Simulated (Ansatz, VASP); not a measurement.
**SrO in VASP and in Ansatz**

```
CELL_PARAMETERS angstrom
0.00000 2.58008 2.58008
2.58008 0.00000 2.58008
2.58008 2.58008 0.00000
ATOMIC_POSITIONS crystal
Sr 0.50000 0.50000 0.50000
O 0.00000 0.00000 0.00000
```

Alike in both runs: task single point; functional PBE; k mesh 12 × 12 × 12; occupations gaussian, width 0.05 eV; no spin polarisation.

|  | VASP | Ansatz |
| --- | --- | --- |
| version | VASP 6.6.1 | Ansatz 0.2.0 |
| potentials or method | VASP PAW PBE potentials, release 64 (Sr_sv, O), cutoff 520 eV | scalar-relativistic, plane waves, PAW |
| valence electrons in the cell | 16 | 16 |

VASP gave:

| Property | Result |
| --- | --- |
| gap on the k mesh at the Fermi level (eV) | 3.27 |
| least direct gap on the mesh (eV) | 3.37 |
| pressure (GPa) | 2.3 |

Task: Which values does Ansatz return?

Result: gap on the k mesh at the Fermi level (eV): 3.32; least direct gap on the mesh (eV): 3.40; pressure (GPa): 1.8.

The functional is the same, so the differences come from potentials, cutoffs and numerics.
